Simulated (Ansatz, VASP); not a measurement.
## One calculation of Si16Ge, two programs

```
Si Ge
1.0
     0.00000    5.43000    5.43000
     5.43000    0.00000    5.43000
     5.43000    5.43000    0.00000
Si Ge
16 1
Direct
  0.00089 0.00074 0.00068
  0.12501 0.12499 0.12498
  0.00079 0.00064 0.49770
  0.12066 0.12050 0.62933
  0.00081 0.49770 0.00060
  0.12065 0.62939 0.12043
  0.98892 0.50367 0.50368
  0.12072 0.62925 0.62922
  0.49769 0.00071 0.00066
  0.62954 0.12046 0.12041
  0.50386 0.98836 0.50392
  0.62943 0.12051 0.62930
  0.50393 0.50398 0.98816
  0.62946 0.62936 0.12044
  0.50363 0.50358 0.50358
  0.62528 0.62468 0.62446
  0.37545 0.37451 0.37415
```

Alike in both runs: functional PBEsol; k mesh 2 × 2 × 2; occupations gaussian, width 0.05 eV; no spin polarisation.

Ansatz relaxed the structure, and its values are those at the end. VASP's run is a single point on that final structure, the one shown.

```csv
,VASP,Ansatz
version,VASP 6.6.1,Ansatz 0.2.0
potentials or method,"VASP PAW PBE potentials, release 64 (Si, Ge_d), cutoff 520 eV","scalar-relativistic, plane waves, PAW"
valence electrons in the cell,78,78
```

```csv
,VASP,Ansatz,Ansatz less VASP
rms of the force components (eV/Å),0.005,0.004,-0.0005
```

VASP's potentials were made for PBE, not for PBEsol, and Ansatz warns of the same on its side. The functional is the same, so the differences come from potentials, cutoffs and numerics.

The k mesh is coarse, so the values compare programs but aren't converged.
